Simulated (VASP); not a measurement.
Wanted: the native input for a VASP 6.6.1 run.

```
Task                   : single point
Functional             : PBE
Potentials or basis    : VASP PAW PBE potentials, release 64 (Si, Sn_d)
Cutoff                 : 500 eV
k mesh                 : 6 × 6 × 6
Occupations            : gaussian, width 0.1 eV
Spin                   : no spin polarisation
Dipole correction      : no
Further INCAR settings : ALGO = Normal; EDIFF = 1e-06; NBANDS = 61
```

The structure of SiSn7 lies in POSCAR:

```
SiSn7
1.0
    6.4397692323      0.0000000000      0.0000000000
    0.0000000000      6.4397692323      0.0000000000
    0.0000000000      0.0000000000      6.4397692323
Si Sn
1 7
Direct
    0.0000000000      0.0000000000      0.0000000000
    0.0000000000      0.5000000000      0.5000000000
    0.2384759430      0.7615240570      0.7615240570
    0.5000000000      0.0000000000      0.5000000000
    0.7615240570      0.2384759430      0.7615240570
    0.7615240570      0.7615240570      0.2384759430
    0.5000000000      0.5000000000      0.0000000000
    0.2384759430      0.2384759430      0.2384759430
```

One way to write it, as run:

INCAR

```
SYSTEM = SiSn7
PREC = Accurate
ENCUT = 500
EDIFF = 1E-6
ISMEAR = 0
SIGMA = 0.1
LREAL = .False.
LASPH = .True.
NELM = 120
ALGO = Normal
ISIF = 2
LWAVE = .False.
LCHARG = .False.
GGA = PE
NBANDS = 61
GGA_COMPAT = .False.
```

KPOINTS

```
regular mesh
0
Gamma
  6 6 6
  0 0 0
```

Potentials or basis: VASP PAW PBE potentials, release 64 (Si, Sn_d).

Command:

```bash
$ cat potpaw_PBE.64/Si/POTCAR potpaw_PBE.64/Sn_d/POTCAR > POTCAR
$ mpirun -np 1 vasp_std > vasp.out
```

It gave:

The pressure is 1.2 GPa. The band gap on the k mesh is zero (bands 51 and 52 overlap by 0.25 eV).

Caveat: semilocal functionals underestimate gaps, and a narrow one can read as zero; spin-orbit coupling is left out, which moves the levels of the heavy elements.

It took 3.3 min on 1 thread of Oxide Virtual Turin-like Processor, on a shared host, peak memory 0.41 GiB.
